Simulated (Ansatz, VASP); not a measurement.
**Two plane-wave programs on Sb3Se**

```
CELL_PARAMETERS angstrom
3.73106 0.00000 0.00000
0.00000 3.73106 0.00000
0.00000 0.00000 7.38944
ATOMIC_POSITIONS crystal
Sb 0.50000 0.50000 0.75713
Sb 0.00000 0.00000 0.50000
Sb 0.50000 0.50000 0.24287
Se 0.00000 0.00000 0.00000
```

Change from the starting cell: species swapped into the Dy3Mg type (P4/mmm, No. 123).

Alike in both runs: task relaxation of cell and atoms; functional PBE; k mesh 12 × 12 × 6; occupations gaussian, width 0.1 eV; no spin polarisation.

|  | VASP | Ansatz |
| --- | --- | --- |
| version | VASP 6.6.1 | Ansatz 0.2.0 |
| potentials or method | VASP PAW PBE potentials, release 64 (Sb, Se), cutoff 600 eV | scalar-relativistic, plane waves, PAW |
| valence electrons in the cell | 21 | 61 |

|  | VASP | Ansatz | Ansatz less VASP |
| --- | --- | --- | --- |
| gap on the k mesh at the Fermi level, each at its own relaxed structure (eV) | none | none | - |
| relaxed volume (Å³/atom) | 25.54 | 25.60 | +0.059 |
| relaxed length of the cell vector where the two differ most in proportion (Å) | 3.707 | 3.710 | +0.0037 |

A gap of «none» marks a metal or a gap that the smearing closes. VASP's potentials hold 21 valence electrons a cell and Ansatz's 61, so a difference there can come from the potentials and not from the codes.

Spin-orbit coupling is off throughout. Noted on VASP's run: too few bands were computed for a metal, which touches its energy and stress.
